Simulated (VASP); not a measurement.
# ZnS3 (P6/mmm) in VASP: a series of runs

ZnS3 is run at these levels: PBE; tasks: single point.

All numbers are computed with VASP 6.6.1; they aren't measurements. Logs are shortened: lines on timing, memory, paths and dates and some standing lists are left out, and cuts for length are marked.

## Step 1: The cell of the first run

The structure is hexagonal, space group P6/mmm (No. 191). Conventional cell: a = 4.788 Å, b = 4.788 Å, c = 4.420 Å, α = 90.00°, β = 90.00°, γ = 120.00°. Within 4.3 Å of Zn (site symmetry 6/mmm) lie 12 S at 3.26 Å. Within 3.2 Å of S (site symmetry mmm) lie 4 S at 2.39 Å.

## Step 2: Single point, PBE

The input, INCAR:

```
PREC = Accurate
ENCUT = 520
EDIFF = 1E-7
ISMEAR = 0
SIGMA = 0.1
LREAL = F
LASPH = T
NELM = 60
ALGO = Normal
ISIF = 2
LWAVE = F
LCHARG = F
GGA = PE
NBANDS = 23
```

The input, KPOINTS:

```
regular mesh
0
Gamma
  6 6 2
```

The input, POSCAR:

```
ZnS3
1.0
    4.7877132448      0.0000000035      0.0000000000
   -2.3938566254      4.1462812943      0.0000000000
    0.0000000000      0.0000000000      4.4198964785
Zn S
1 3
Direct
    0.0000000000      0.0000000000      0.5000000000
    0.5000000000      0.0000000000      0.0000000000
    0.0000000000      0.5000000000      0.0000000000
    0.5000000000      0.5000000000      0.0000000000
```

Potentials or basis: VASP PAW PBE potentials, release 64 (Zn, S).

Run with:

```bash
cat potpaw_PBE.64/Zn/POTCAR potpaw_PBE.64/S/POTCAR > POTCAR
mpirun -np 1 vasp_std > vasp.out
```

OUTCAR:

```text
PREC = Accurate
   ENCUT = 520
   EDIFF = 1E-7
   ISMEAR = 0
   LREAL = F
   LASPH = T
   NELM = 60
   ISIF = 2
   GGA = PE

 ion  position               nearest neighbor table
   1  0.000  0.000  0.500-
   2  0.500  0.000  0.000-   4 2.39   4 2.39   3 2.39   3 2.39
   3  0.000  0.500  0.000-   4 2.39   4 2.39   2 2.39   2 2.39
   4  0.500  0.500  0.000-   3 2.39   3 2.39   2 2.39   2 2.39

  LATTYP: Found a hexagonal cell.
 ALAT       =     4.7877132448
 C/A-ratio  =     0.9231748546

  Lattice vectors:

 A1 = (   4.7877132448,   0.0000000035,   0.0000000000)
 A2 = (  -2.3938566254,   4.1462812943,   0.0000000000)
 A3 = (   0.0000000000,   0.0000000000,   4.4198964785)

Analysis of symmetry for initial positions (statically):
=====================================================================
 Subroutine PRICEL returns:
 Original cell was already a primitive cell.

 Routine SETGRP: Setting up the symmetry group for a
 hexagonal supercell.

 Subroutine GETGRP returns: Found 24 space group operations
 (whereof 24 operations were pure point group operations)
 out of a pool of 24 trial point group operations.

The static configuration has the point symmetry D_6h.

Analysis of symmetry for dynamics (positions and initial velocities):
=====================================================================
 Subroutine PRICEL returns:
 Original cell was already a primitive cell.

 Routine SETGRP: Setting up the symmetry group for a
 hexagonal supercell.

 Subroutine GETGRP returns: Found 24 space group operations
 (whereof 24 operations were pure point group operations)
 out of a pool of 24 trial point group operations.

The dynamic configuration has the point symmetry D_6h.

 Subroutine INISYM returns: Found 24 space group operations
 (whereof 24 operations are pure point group operations),
 and found     1 'primitive' translations

----------------------------------------------------------------------------------------

                                     Primitive cell

  volume of cell :      87.7403

  direct lattice vectors                    reciprocal lattice vectors
     4.787713245  0.000000003  0.000000000     0.208867981  0.120589985  0.000000000
    -2.393856625  4.146281294  0.000000000    -0.000000000  0.241179970  0.000000000
     0.000000000  0.000000000  4.419896479     0.000000000  0.000000000  0.226249643

  length of vectors
     4.787713245  4.787713245  4.419896479     0.241179970  0.241179970  0.226249643

  position of ions in fractional coordinates (direct lattice)
     0.000000000  0.000000000  0.500000000
     0.500000000  0.000000000  0.000000000
     0.000000000  0.500000000  0.000000000
     0.500000000  0.500000000  0.000000000

  ion indices of the primitive-cell ions
   primitive index   ion index
                 1           1
                 2           2
                 3           3
                 4           4

----------------------------------------------------------------------------------------

 KPOINTS: regular mesh

Automatic generation of k-mesh.
 Grid dimensions read from file:
 generate k-points for:    6    6    2

 Generating k-lattice:

  Cartesian coordinates                     Fractional coordinates (reciprocal lattice)
     0.034811330  0.020098331  0.000000000     0.166666667  0.000000000  0.000000000
    -0.000000000  0.040196662  0.000000000     0.000000000  0.166666667  0.000000000
     0.000000000  0.000000000  0.113124821     0.000000000  0.000000000  0.500000000

  Length of vectors
     0.040196662  0.040196662  0.113124821

  Shift w.r.t. Gamma in fractional coordinates (k-lattice)
     0.000000000  0.000000000  0.000000000

 Subroutine IBZKPT returns following result:
 ===========================================

 Found     14 irreducible k-points:

 Following reciprocal coordinates:
            Coordinates               Weight
  0.000000  0.000000  0.000000      1.000000
  0.166667  0.000000  0.000000      6.000000
  0.333333  0.000000  0.000000      6.000000
  0.500000  0.000000  0.000000      3.000000
  0.166667  0.166667  0.000000      6.000000
  0.333333  0.166667  0.000000     12.000000
  0.333333  0.333333  0.000000      2.000000
  0.000000  0.000000  0.500000      1.000000
  0.166667  0.000000  0.500000      6.000000
  0.333333  0.000000  0.500000      6.000000
  0.500000  0.000000  0.500000      3.000000
  0.166667  0.166667  0.500000      6.000000
  0.333333  0.166667  0.500000     12.000000
  0.333333  0.333333  0.500000      2.000000
   k-points           NKPTS =     14   k-points in BZ     NKDIM =     14   number of bands    NBANDS=     23
   number of dos      NEDOS =    301   number of ions     NIONS =      4
   total plane-waves  NPLWV =  46656
   dimension x,y,z NGX =    36 NGY =   36 NGZ =   36
   dimension x,y,z NGXF=    72 NGYF=   72 NGZF=   72
   ions per type =               1   3
   NGX,Y,Z   is equivalent  to a cutoff of  12.50, 12.50, 13.54 a.u.
   NGXF,Y,Z  is equivalent  to a cutoff of  25.00, 25.00, 27.08 a.u.
 SYSTEM =  unknown system
   PREC   = accura    normal or accurate (medium, high low for compatibility)
   ISTART =      0    job   : 0-new  1-cont  2-samecut
   ICHARG =      2    charge: 1-file 2-atom 10-const
   ISPIN  =      1    spin polarized calculation?
   LNONCOLLINEAR =      F non collinear calculations
   LSORBIT =      F    spin-orbit coupling
   LASPH  =      T    aspherical Exc in radial PAW
   ENCUT  =  520.0 eV  38.22 Ry    6.18 a.u.   8.90  8.90  8.22*2*pi/ulx,y,z
   NELM   =     60;   NELMIN=  2; NELMDL= -5     # of ELM steps
   EDIFF  = 0.1E-06   stopping-criterion for ELM
   LREAL  =      F    real-space projection
   EDIFFG = 0.1E-05   stopping-criterion for IOM
   NSW    =      0    number of steps for IOM
   IBRION =     -1    ionic relax: 0-MD 1-quasi-New 2-CG
   NFREE  =      0    steps in history (QN), initial steepest desc. (CG)
   ISIF   =      2    stress and relaxation
   ISYM   =      2    0-nonsym 1-usesym 2-fastsym
   POTIM  = 0.5000    time-step for ionic-motion
   TEBEG  =    0.0;   TEEND  =   0.0 temperature during run
   PSTRESS=    0.0 pullay stress
   NELECT =      30.0000    total number of electrons
   NUPDOWN=      -1.0000    fix difference up-down
   EMIN   =  10.00;   EMAX   =-10.00  energy-range for DOS
   EFERMI =   0.00;   METHOD = LEGACY
   ISMEAR =     0;   SIGMA  =   0.10  broadening in eV -4-tet -1-fermi 0-gaus
   EFERMI_NEDOS =   21; number of points for ismear=-14 and -15
   IALGO  =     38    algorithm
   IMIX   =      4    mixing-type and parameters
     AMIX     =   0.40;   BMIX     =  1.00
     AMIX_MAG =   1.60;   BMIX_MAG =  1.00
  volume/ion in A,a.u.               =      21.94       148.03
  Fermi-wavevector in a.u.,A,eV,Ry     =   1.144763  2.163288 17.830195  1.310482
  Thomas-Fermi vector in A             =   2.281454
   LORBIT       =      0    0 simple, 1 ext, 2 COOP (PROOUT), +10 PAW based schemes
   GGA     = PE    functional components
   LHFCALC =     F    Hartree Fock is set to
   AEXX    =    0.0000 exact exchange contribution
   IVDW    =     0    specifies the selected vdW correction
   LEPSILON=     F    determine dielectric tensor
   LRPA    =     F    only Hartree local field effects (RPA)
 non-spin polarized calculation
 Gauss-broadening in eV      SIGMA  =   0.10
  energy-cutoff  :      520.00
  volume of cell :       87.74
 maximum number of plane-waves:      2379
 NGX is ok and might be reduce to    36
   NGX = 17   NGY = 17   NGZ = 17

 number of electron      29.9999995 magnetization

 Free energy of the ion-electron system (eV)
  ---------------------------------------------------
  ext. energy  EPLUGINS =         0.00000000
  ---------------------------------------------------
  free energy    TOTEN  =       -10.94060502 eV

  energy without entropy =      -10.93293099  energy(sigma->0) =      -10.93676801

 E-fermi :   3.2297     XC(G=0):  -9.2338

 val. band max:        3.1338388066   @ k =   0.5000   0.0000   0.5000
 cond. band min:       3.2566205475   @ k =   0.3333   0.0000   0.5000
 fundamental gap:      0.1227817409
 Fermi energy:         3.2296738685

 k-point     1 :       0.0000    0.0000    0.0000
  band No.  band energies     occupation
      1     -13.2574      2.00000
      2      -7.5225      2.00000
      3      -7.5225      2.00000
      4      -5.4800      2.00000
      5      -3.1078      2.00000
      6      -3.0792      2.00000
[... 15 lines left out ...]
     22       9.8597      0.00000
     23      10.0720      0.00000

 k-point     2 :       0.1667    0.0000    0.0000
  band No.  band energies     occupation
      1     -13.0775      2.00000
      2      -8.5823      2.00000
      3      -7.6417      2.00000
      4      -4.4308      2.00000
      5      -3.1365      2.00000
      6      -3.1007      2.00000
[... 15 lines left out ...]
     22       9.4348      0.00000
     23      10.1340      0.00000

 k-point     3 :       0.3333    0.0000    0.0000
  band No.  band energies     occupation
      1     -12.5719      2.00000
      2     -10.0027      2.00000
      3      -7.8512      2.00000
      4      -3.8222      2.00000
      5      -3.1357      2.00000
      6      -3.0884      2.00000
[... 15 lines left out ...]
     22       9.0050      0.00000
     23      11.3069      0.00000
[... 235 lines left out ...]
 k-point    13 :       0.3333    0.1667    0.5000
  band No.  band energies     occupation
      1     -12.0684      2.00000
      2     -10.6584      2.00000
      3      -8.0637      2.00000
      4      -3.2073      2.00000
      5      -3.0779      2.00000
      6      -3.0590      2.00000
[... 15 lines left out ...]
     22      10.8774      0.00000
     23      12.4458      0.00000

 k-point    14 :       0.3333    0.3333    0.5000
  band No.  band energies     occupation
      1     -11.4109      2.00000
      2     -11.4109      2.00000
      3      -8.2548      2.00000
      4      -3.0929      2.00000
      5      -3.0929      2.00000
      6      -3.0618      2.00000
[... 15 lines left out ...]
     22      11.5198      0.00000
     23      11.5198      0.00000

------------------------ aborting loop because EDIFF is reached ----------------------------------------

  FORCE on cell =-STRESS in cart. coord.  units (eV):
  Direction    XX          YY          ZZ          XY          YZ          ZX
  --------------------------------------------------------------------------------------
  -------------------------------------------------------------------------------------
  Total       -0.0164354     -0.0164354     -0.0305759     -0.0000000      0.0000000      0.0000000
  in kB       -0.3001174     -0.3001174     -0.5583298     -0.0000000      0.0000000      0.0000000
  external PRESSURE =      -0.3861882 kB  Pullay stress =       0.0000000 kB

 VOLUME and BASIS-vectors are now :
 -----------------------------------------------------------------------------
  energy-cutoff  :      520.00
  volume of cell :       87.74
      direct lattice vectors                 reciprocal lattice vectors
     4.787713245  0.000000003  0.000000000     0.208867981  0.120589985  0.000000000
    -2.393856625  4.146281294  0.000000000    -0.000000000  0.241179970  0.000000000
     0.000000000  0.000000000  4.419896479     0.000000000  0.000000000  0.226249643

 POSITION                                       TOTAL-FORCE (eV/Angst)
 -----------------------------------------------------------------------------------
      0.00000      0.00000      2.20995         0.000000      0.000000      0.000000
      2.39386      0.00000      0.00000        -0.000000      0.000000      0.000000
     -1.19693      2.07314      0.00000        -0.000000      0.000000      0.000000
      1.19693      2.07314      0.00000         0.000000      0.000000      0.000000
 -----------------------------------------------------------------------------------
    total drift:                                0.000000     -0.000000     -0.000000

  FREE ENERGIE OF THE ION-ELECTRON SYSTEM (eV)
  ---------------------------------------------------
  free  energy   TOTEN  =       -10.9406050245 eV

  energy  without entropy=      -10.9329309916  energy(sigma->0) =      -10.93676801
```

Run time: 25 s. Hardware: 1 thread of Intel Xeon Platinum 8259CL at 2.50GHz (Skylake/Cascade Lake), shared host; peak memory 0.2 GiB.

What came out:

```
Free energy            : -10.9406 eV
Pressure               : 0.0 GPa
Band gap on the k mesh : zero (band 15 reaches 4.08 eV, above the bottom of band 16 at 1.96 eV)
```

Levels at points of the mesh, in eV from the Fermi level:
| k point | band 12 | band 13 | band 14 | band 15 | band 16 | band 17 | band 18 | band 19 |
| --- | --- | --- | --- | --- | --- | --- | --- | --- |
| (0.00, 0.00, 0.00) | -4.67 | -2.26 | -0.29 | -0.29 | 3.64 | 3.66 | 5.03 | 5.03 |
| (0.50, 0.00, 0.00) | -2.09 | -1.89 | -1.85 | -1.69 | -0.46 | 0.08 | 2.57 | 4.55 |
| (0.00, 0.00, 0.50) | -5.12 | -0.70 | -0.70 | 0.72 | 1.57 | 3.68 | 3.83 | 3.83 |
| (0.50, 0.00, 0.50) | -1.83 | -1.83 | -1.58 | -1.51 | -1.27 | -0.10 | 4.90 | 5.19 |

Caveat: the k points lie up to 0.71 Å⁻¹ apart.

## Step 3: Single point, PBE

This run uses another cell than the first one, of 26.08 Å³/atom, 1.189 times its volume.

The input, INCAR:

```
SYSTEM = ZnS3
PREC = Accurate
ENCUT = 520
EDIFF = 1E-7
ISMEAR = 0
SIGMA = 0.1
LREAL = .False.
LASPH = .True.
NELM = 60
ALGO = Normal
ISIF = 2
LWAVE = .False.
LCHARG = .False.
GGA = PE
NBANDS = 23
```

The input, KPOINTS:

```
regular mesh
0
Gamma
  6 6 2
  0 0 0
```

The input, POSCAR:

```
ZnS3
1.0
    3.9404150700      0.0000000000      0.0000000000
   -1.9702075400      3.4124995500      0.0000000000
    0.0000000000      0.0000000000      7.7576353700
Zn S
1 3
Direct
    0.0000000000      0.0000000000      0.5000000000
    0.5000000000      0.0000000000      0.0000000000
    0.0000000000      0.5000000000      0.0000000000
    0.5000000000      0.5000000000      0.0000000000
```

Potentials or basis: VASP PAW PBE potentials, release 64 (Zn, S).

Run with:

```bash
cat potpaw_PBE.64/Zn/POTCAR potpaw_PBE.64/S/POTCAR > POTCAR
mpirun -np 1 vasp_std > vasp.out
```

OUTCAR:

```text
SYSTEM = ZnS3
   PREC = Accurate
   ENCUT = 520
   EDIFF = 1E-7
   ISMEAR = 0
   LREAL = .False.
   LASPH = .True.
   NELM = 60
   ISIF = 2
   GGA = PE

 ion  position               nearest neighbor table
   1  0.000  0.000  0.500-
   2  0.500  0.000  0.000-   3 1.97   3 1.97   4 1.97   4 1.97
   3  0.000  0.500  0.000-   2 1.97   2 1.97   4 1.97   4 1.97
   4  0.500  0.500  0.000-   3 1.97   3 1.97   2 1.97   2 1.97

  LATTYP: Found a hexagonal cell.
 ALAT       =     3.9404150700
 C/A-ratio  =     1.9687355855

  Lattice vectors:

 A1 = (   3.9404150700,   0.0000000000,   0.0000000000)
 A2 = (  -1.9702075400,   3.4124995500,   0.0000000000)
 A3 = (   0.0000000000,   0.0000000000,   7.7576353700)

Analysis of symmetry for initial positions (statically):
=====================================================================
 Subroutine PRICEL returns:
 Original cell was already a primitive cell.

 Routine SETGRP: Setting up the symmetry group for a
 hexagonal supercell.

 Subroutine GETGRP returns: Found 24 space group operations
 (whereof 24 operations were pure point group operations)
 out of a pool of 24 trial point group operations.

[... 157 lines left out ...]

 val. band max:        2.4601814595   @ k =   0.0000   0.0000   0.5000
 cond. band min:       2.5092184390   @ k =   0.3333   0.1667   0.0000
 fundamental gap:      0.0490369796
 Fermi energy:         2.5066945179

 k-point     1 :       0.0000    0.0000    0.0000
  band No.  band energies     occupation
      1     -19.3246      2.00000
      2     -11.4113      2.00000
      3      -7.6285      2.00000
      4      -7.6285      2.00000
      5      -5.8819      2.00000
      6      -5.7731      2.00000
[... 353 lines left out ...]
     22       9.0015      0.00000
     23       9.0015      0.00000

------------------------ aborting loop because EDIFF is reached ----------------------------------------

  FORCE on cell =-STRESS in cart. coord.  units (eV):
  Direction    XX          YY          ZZ          XY          YZ          ZX
  --------------------------------------------------------------------------------------
  -------------------------------------------------------------------------------------
  Total       27.3860131     27.3860131     -0.3466626     -0.0000000      0.0000000      0.0000000
  in kB      420.6253638    420.6253633     -5.3244356     -0.0000006      0.0000000      0.0000000
  external PRESSURE =     278.6420972 kB  Pullay stress =       0.0000000 kB

 VOLUME and BASIS-vectors are now :
 -----------------------------------------------------------------------------
  energy-cutoff  :      520.00
  volume of cell :      104.31
      direct lattice vectors                 reciprocal lattice vectors
     3.940415070  0.000000000  0.000000000     0.253780371  0.146520166  0.000000000
    -1.970207540  3.412499550  0.000000000     0.000000000  0.293040332  0.000000000
     0.000000000  0.000000000  7.757635370     0.000000000  0.000000000  0.128905259

 POSITION                                       TOTAL-FORCE (eV/Angst)
 -----------------------------------------------------------------------------------
      0.00000      0.00000      3.87882        -0.000000      0.000000      0.000000
      1.97021      0.00000      0.00000        -0.000000      0.000000      0.000000
     -0.98510      1.70625      0.00000         0.000000      0.000000      0.000000
      0.98510      1.70625      0.00000         0.000000      0.000000      0.000000
 -----------------------------------------------------------------------------------
    total drift:                                0.000000      0.000000      0.000000

  FREE ENERGIE OF THE ION-ELECTRON SYSTEM (eV)
  ---------------------------------------------------
  free  energy   TOTEN  =        -5.6369463893 eV

  energy  without entropy=       -5.6092863303  energy(sigma->0) =       -5.62311636
```

OSZICAR:

```text
N       E                     dE             d eps       ncg     rms          rms(c)
DAV:   1     0.229797125823E+03    0.22980E+03   -0.13180E+04   644   0.126E+03
DAV:   2     0.175037308645E+02   -0.21229E+03   -0.19642E+03   792   0.292E+02
DAV:   3    -0.535174427996E+01   -0.22855E+02   -0.22277E+02   805   0.955E+01
DAV:   4    -0.589218486008E+01   -0.54044E+00   -0.53298E+00   788   0.154E+01
DAV:   5    -0.590777532686E+01   -0.15590E-01   -0.15582E-01   891   0.231E+00    0.450E+01
DAV:   6    -0.566919771851E+01    0.23858E+00   -0.32633E-01   802   0.325E+00    0.246E+01
DAV:   7    -0.563774326937E+01    0.31454E-01   -0.17560E-01   807   0.265E+00    0.317E+00
DAV:   8    -0.563744547584E+01    0.29779E-03   -0.21423E-02   763   0.116E+00    0.422E-01
DAV:   9    -0.563687915353E+01    0.56632E-03   -0.15877E-03   764   0.251E-01    0.187E-01
DAV:  10    -0.563693217756E+01   -0.53024E-04   -0.55307E-04   787   0.133E-01    0.315E-02
DAV:  11    -0.563694185390E+01   -0.96763E-05   -0.90232E-05   799   0.535E-02    0.248E-02
DAV:  12    -0.563694580088E+01   -0.39470E-05   -0.10174E-05   763   0.202E-02    0.124E-02
DAV:  13    -0.563694630537E+01   -0.50448E-06   -0.29629E-06   795   0.105E-02    0.359E-03
DAV:  14    -0.563694638928E+01   -0.83915E-07   -0.30825E-07   810   0.253E-03
   1 F= -.56369464E+01 E0= -.56231164E+01  d E =-.276601E-01
```

stdout:

```text
POSCAR found type information on POSCAR ZnS
 POSCAR found :  2 types and       4 ions
 scaLAPACK will be used
 LDA part: xc-table for (Slater+PW92), standard interpolation
 POSCAR, INCAR and KPOINTS ok, starting setup
 FFT: planning ... GRIDC
 FFT: planning ... GRID_SOFT
 FFT: planning ... GRID
 WAVECAR not read
 entering main loop
```

Run time: 37 s. Hardware: 1 thread of Intel Xeon Platinum 8259CL at 2.50GHz (Skylake/Cascade Lake), shared host; peak memory 0.22 GiB.

What came out:

```
Free energy            : -5.6369 eV
Pressure               : 27.9 GPa
Band gap on the k mesh : zero (band 15 reaches 2.78 eV, above the bottom of band 16 at 2.51 eV)
```

Levels at points of the mesh, in eV from the Fermi level:
```
           k point  band 13  band 14  band 15  band 16  band 17  band 18
(0.00, 0.00, 0.00)    -3.44     0.28     0.28     0.38     2.28     3.48
(0.50, 0.00, 0.00)    -2.40    -1.29    -0.54     0.76     1.14     1.15
(0.00, 0.00, 0.50)    -3.23    -0.05     0.28     0.28     1.48     3.48
(0.50, 0.00, 0.50)    -2.39    -1.20    -0.54     0.76     1.13     1.38
```

Caveat: the k points lie up to 0.40 Å⁻¹ apart.

[end of part 1 of 2]
